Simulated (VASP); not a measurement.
Runs of VASP 6.6.1 on Ni2SbTe. It takes space group P-6m2 (No. 187, hexagonal). Conventional cell: a = 3.966 Å, b = 3.966 Å, c = 5.203 Å, α = 90.00°, β = 90.00°, γ = 120.00°. Te (site symmetry -6m2) has 6 Ni at 2.64 Å and 6 Sb at 3.47 Å within 3.5 Å. Within 3.5 Å of Sb (site symmetry -6m2) lie 6 Ni at 2.63 Å and 6 Te at 3.47 Å. Ni (site symmetry 3m) has 2 Ni at 2.57 to 2.63 Å and 3 Sb at 2.63 Å and 3 Te at 2.64 Å within 3.4 Å. 

```csv
spin,fixed moment (μB),k mesh,cutoff (eV),pressure (GPa),moment (μB),largest force (eV/Å)
"collinear, ferromagnetic start",4.0,7 × 7 × 5,520,(a),4.00,-
"collinear, ferromagnetic start",0.5,7 × 7 × 5,520,3.0,0.50,0.02
"collinear, ferromagnetic start",3.0,7 × 7 × 5,520,(b),3.00,0.06
"non-collinear, typed start",-,6 × 6 × 4,600,2.7,0.00,0.06
"collinear, ferromagnetic start",1.5,7 × 7 × 5,520,4.2,1.50,0.08
"collinear, ferromagnetic start",2.5,7 × 7 × 5,520,7.0,2.50,0.07
"collinear, zero start",0.0,7 × 7 × 5,520,2.7,0.00,0.04
"collinear, ferromagnetic start",1.0,7 × 7 × 5,520,3.5,1.00,0.05
"collinear, ferromagnetic start",2.0,7 × 7 × 5,520,5.3,2.00,0.06
```

Alike in all rows: task single point; level PBE; potentials or basis VASP PAW PBE potentials, release 64 (Te, Sb, Ni); cell as given; smearing fermi-dirac 0.05 eV.

Question: Fill in the values left out.

Answer: (a) 13.2; (b) 8.9.

Caveats: the total moment is fixed, so each spin has its own Fermi level and the state may be an excited one (at least some runs); the cell stands under pressure (at least some runs); the total moment is fixed, so each spin has its own Fermi level (at least some runs).
